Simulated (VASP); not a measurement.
Here is a VASP 6.6.1 calculation.

File POSCAR:

```
C
1.0
    1.9500000000      0.0000000000      0.0000000000
    0.0000000000      1.9500000000      0.0000000000
    0.0000000000      0.0000000000      1.9500000000
C
1
Direct
    0.0000000000      0.0000000000      0.0000000000
```

Contents of INCAR.step1:

```
PREC = Accurate
ENCUT = 600
ISMEAR = -1
SIGMA = 0.05
LREAL = F
LASPH = T
NELM = 80
GGA = PE
ALGO = Normal
EDIFF = 1E-4
LWAVE = T
LCHARG = F
```

Contents of INCAR.step2:

```
PREC = Accurate
ENCUT = 600
EDIFF = 1E-7
ISMEAR = -1
SIGMA = 0.05
LREAL = F
LASPH = T
NELM = 80
ALGO = Normal
ISIF = 3
LWAVE = F
LCHARG = F
METAGGA = R2SCAN
LMIXTAU = T
IBRION = 2
NSW = 80
EDIFFG = -0.01
PSTRESS = 100.0
ISTART = 1
```

Contents of KPOINTS:

```
regular mesh
0
Gamma
  9 9 9
```

Potentials or basis: VASP PAW PBE potentials, release 64 (C).

Run with:

```sh
$ cat potpaw_PBE.64/C/POTCAR > POTCAR
$ cp INCAR.step1 INCAR
$ mpirun -np 1 vasp_std > vasp.out
$ cp INCAR.step2 INCAR
$ mpirun -np 1 vasp_std > vasp.out
```

Task: Estimate the band gap on the k mesh.

Result: Zero (band 2 reaches 21.39 eV, above the bottom of band 3 at 9.49 eV).

Task: Predict the space group after relaxing (to 0.05 Å).

Result: Pm-3m (No. 221).

Task: Estimate the relaxed cell.

Result: a = 1.762 Å, b = 1.762 Å, c = 1.762 Å, α = 90.00°, β = 90.00°, γ = 90.00°.

The path:
```tsv
step	energy change (eV)	largest force (eV/Å)	pressure (GPa)	volume (Å³)
1	0.0000	0.0000	-50.59	7.41
2	-0.2079	0.0000	76.90	4.79
3	-0.3754	0.0000	9.78	5.47
```

Caveat: the cell is relaxed towards a set pressure, so the enthalpy falls and the energy may rise; the volume moved by over 15 % at a fixed basis, so the end points are rough; the PAW data sets were made with another functional, which shifts forces and pressure a little.
